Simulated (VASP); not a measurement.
Pd:

```
Pd
1.0
     2.78367    0.00000    0.00000
    -1.39183    2.41072    0.00000
     0.00000    0.00000    4.62889
Pd
2
Direct
  0.33333 0.66667 0.25000
  0.66667 0.33333 0.75000
```

| Property | Result |
| --- | --- |
| Program | VASP 6.6.1 |
| Task | relaxation of cell and atoms |
| Functional | BLYP |
| Dispersion | D3(BJ) |
| Potentials or basis | VASP PAW PBE potentials, release 64 (Pd) |
| Cutoff | 600 eV |
| k mesh | 11 × 11 × 6 |
| Occupations | fermi-dirac, width 0.05 eV |
| Spin | no spin polarisation |

At the start: pressure -6.6 GPa; volume 15.53 Å³/atom.

Q: How do energy, volume and symmetry change on relaxing?

A: Over 6 steps the energy falls by 13.2 meV/atom and the volume is 14.92 Å³/atom (-4.0 %); space group P6_3/mmc (No. 194, to 0.05 Å).

The path:
```
step  energy change (eV)  largest force (eV/Å)  pressure (GPa)  volume (Å³)
   1              0.0000                0.0000           -6.60        31.06
   2              0.0268                0.0000           11.55        28.28
   3             -0.0264                0.0000           -0.09        29.86
   4             -0.0264                0.0000            0.06        29.83
   5             -0.0264                0.0000            0.06        29.83
   6             -0.0264                0.0000            0.06        29.83
```

Final structure:
```xyz
2
Lattice="2.7435 0.0000 0.0000 -1.3717 2.3759 0.0000 0.0000 0.0000 4.5768" Properties=species:S:1:pos:R:3 pbc="T T T"
Pd    0.0000    1.5840    1.1442
Pd    1.3717    0.7920    3.4326
```

Caveat: the PAW data sets were made with another functional, which shifts forces and pressure a little; pairwise dispersion overbinds metals, which lowers pressure and volume.
